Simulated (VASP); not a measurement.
A run of VASP 6.6.1:

The input POSCAR:

```
BiAu
1.0
    0.0000000000      3.1860790586      3.1860790586
    3.1860790586      0.0000000000      3.1860790586
    3.1860790586      3.1860790586      0.0000000000
Au Bi
1 1
Direct
    0.0000000000      0.0000000000      0.0000000000
    0.2500000000      0.2500000000      0.2500000000
```

The input INCAR.step1:

```
SYSTEM = BiAu
PREC     = Accurate       ! precision mode
ENCUT    = 520            ! plane-wave cutoff, eV
ISMEAR   = 0              ! smearing method
SIGMA    = 0.05           ! smearing width, eV
LREAL    = .FALSE.        ! projectors in reciprocal space
LASPH    = .TRUE.         ! aspherical terms in the spheres
NELM     = 60             ! most SCF steps
NBANDS   = 20             ! bands
GGA      = PE             ! functional
ALGO     = Normal         ! electronic algorithm
EDIFF    = 1E-4           ! SCF threshold, eV
LWAVE    = .TRUE.         ! write WAVECAR
LCHARG   = .FALSE.        ! write CHGCAR
```

File INCAR.step2:

```
SYSTEM = BiAu
PREC     = Accurate       ! precision mode
ENCUT    = 520            ! plane-wave cutoff, eV
EDIFF    = 1E-6           ! SCF threshold, eV
ISMEAR   = 0              ! smearing method
SIGMA    = 0.05           ! smearing width, eV
LREAL    = .FALSE.        ! projectors in reciprocal space
LASPH    = .TRUE.         ! aspherical terms in the spheres
NELM     = 60             ! most SCF steps
ALGO     = Normal         ! electronic algorithm
ISIF     = 2              ! what is computed and relaxed
LWAVE    = .FALSE.        ! write WAVECAR
LCHARG   = .TRUE.         ! write CHGCAR
METAGGA  = R2SCAN         ! meta-GGA
LMIXTAU  = .TRUE.       
LELF     = .TRUE.         ! ELF
LVHAR    = .TRUE.       
NBANDS   = 20             ! bands
ISTART   = 1
```

Contents of KPOINTS:

```
regular mesh
0
G
  10 10 10
  0 0 0
```

Potentials or basis: VASP PAW PBE potentials, release 64 (Au, Bi_d).

The run is started by

```sh
$ cat potpaw_PBE.64/Au/POTCAR potpaw_PBE.64/Bi_d/POTCAR > POTCAR
$ cp INCAR.step1 INCAR
$ mpirun -np 1 vasp_std > vasp.out
$ cp INCAR.step2 INCAR
$ mpirun -np 1 vasp_std > vasp.out
```

Hardware: 1 thread of AMD EPYC 9R45 96-Core Processor (Zen 5), with other jobs on the host.

Task: How long does it take, and how much memory?

Result: Wall time 2.5 min on 1 thread of AMD EPYC 9R45 96-Core Processor (Zen 5), with other jobs on the host, peak memory 0.22 GiB. Counts: k points 47.
